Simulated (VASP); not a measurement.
Here is a VASP 6.6.1 calculation.

The input INCAR:

```
SYSTEM = Al4Pt
ALGO = Normal
EDIFF = 1E-7
ENCUT = 520
GGA = PE
ISIF = 2
ISMEAR = 0
LASPH = .True.
LCHARG = .True.
LELF = .True.
LREAL = .False.
LVHAR = .True.
LWAVE = .False.
NBANDS = 19
NELM = 60
PREC = Accurate
SIGMA = 0.1
```

KPOINTS

```
k-points
0
Gamma
  4 4 4
  0 0 0
```

The input POSCAR:

```
Al4Pt
1.0
    0.0000000000      3.3858068700      3.3858068700
    3.3858068700      0.0000000000      3.3858068700
    3.3858068700      3.3858068700      0.0000000000
Al Pt
4 1
Direct
    0.8555291500      0.8555291500      0.8555291500
    0.8555291500      0.8555291500      0.4334125500
    0.8555291500      0.4334125500      0.8555291500
    0.4334125500      0.8555291500      0.8555291500
    0.5000000000      0.5000000000      0.5000000000
```

Potentials or basis: VASP PAW PBE potentials, release 64 (Al, Pt).

The run is started by

```console
$ cat potpaw_PBE.64/Al/POTCAR potpaw_PBE.64/Pt/POTCAR > POTCAR
$ mpirun -np 1 vasp_std > vasp.out
```

Q: Predict the band gap on the k mesh.

A: Zero (bands 11 and 12 overlap by 0.46 eV).

Q: Estimate the pressure.

A: 47.9 GPa.

Q: Predict the largest force.

A: 15.952 eV/Å.

Forces in eV/Å, atoms in the order of the input:
```
Al   9.210  9.210  9.210
Al  -9.210 -9.210  9.210
Al  -9.210  9.210 -9.210
Al   9.210 -9.210 -9.210
Pt   0.000  0.000  0.000
```

Caveat: the k points lie up to 0.40 Å⁻¹ apart; spin-orbit coupling is left out, which moves the levels of the heavy elements; forces of over 1 eV/Å act on the atoms, so gaps and moduli don't describe the material at rest.
